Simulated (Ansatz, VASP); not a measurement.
# LiMg in VASP and in Ansatz

File INCAR:

```
SYSTEM = LiMg
ALGO = Normal
EDIFF = 1E-6
ENCUT = 750
GGA_COMPAT = .False.
ISIF = 2
ISMEAR = 0
LASPH = .True.
LCHARG = .False.
LREAL = .False.
LWAVE = .False.
NBANDS = 10
NELM = 120
PREC = Accurate
SIGMA = 0.1
```

File KPOINTS:

```
k-points
0
Gamma
  6 6 4
  0 0 0
```

File POSCAR:

```
LiMg
1.0
    3.1084975175      0.0000000000      0.0000000000
   -1.5542487587      2.6920378177      0.0000000000
    0.0000000000      0.0000000000      5.0254676800
Li Mg
1 1
Direct
    0.0000000000      0.0000000000      0.0000000000
    0.6666666700      0.3333333300      0.5000000000
```

Input for Ansatz:

```yaml
crystal:
  lattice:
    - [3.1084975175, 0.0, 0.0]
    - [-1.5542487587, 2.6920378177, 0.0]
    - [0.0, 0.0, 5.02546768]
  atoms:
    - { symbol: Li, position: [0.0, 0.0, 0.0] }
    - { symbol: Mg, position: [0.66666667, 0.33333333, 0.5] }
basis:
  ecutwfc: 420
kpoints:
  mp_grid: { grid: [6, 6, 4] }
hamiltonian:
  xc: lda
scf:
  occupations: { method: gaussian, width: 0.1 }
output:
  forces: true
  stress: true
  eigenvalues: true
```

Alike in both runs: task single point; functional LDA; k mesh 6 × 6 × 4; occupations gaussian, width 0.1 eV; no spin polarisation.

```csv
,VASP,Ansatz
version,VASP 6.6.1,Ansatz 0.2.0
potentials or method,"VASP PAW LDA potentials, release 64 (Li_sv, Mg), cutoff 750 eV","scalar-relativistic, plane waves, PAW"
valence electrons in the cell,5,13
```

|  | VASP | Ansatz | Ansatz less VASP |
| --- | --- | --- | --- |
| gap on the k mesh at the Fermi level (eV) | none | none | - |
| pressure (GPa) | -1.7 | -1.4 | +0.23 |
| traceless stress, the component that is largest in VASP (GPa) | 1.74 | 1.72 | -0.019 |

LDA's correlation is that of Perdew and Zunger in VASP and of Perdew and Wang (1992) in Ansatz. A gap of «none» marks a metal or a gap that the smearing closes. VASP's potentials hold 5 valence electrons a cell and Ansatz's 13, so a difference there can come from the potentials and not from the codes.

The k mesh is coarse, so the values compare programs but aren't converged.
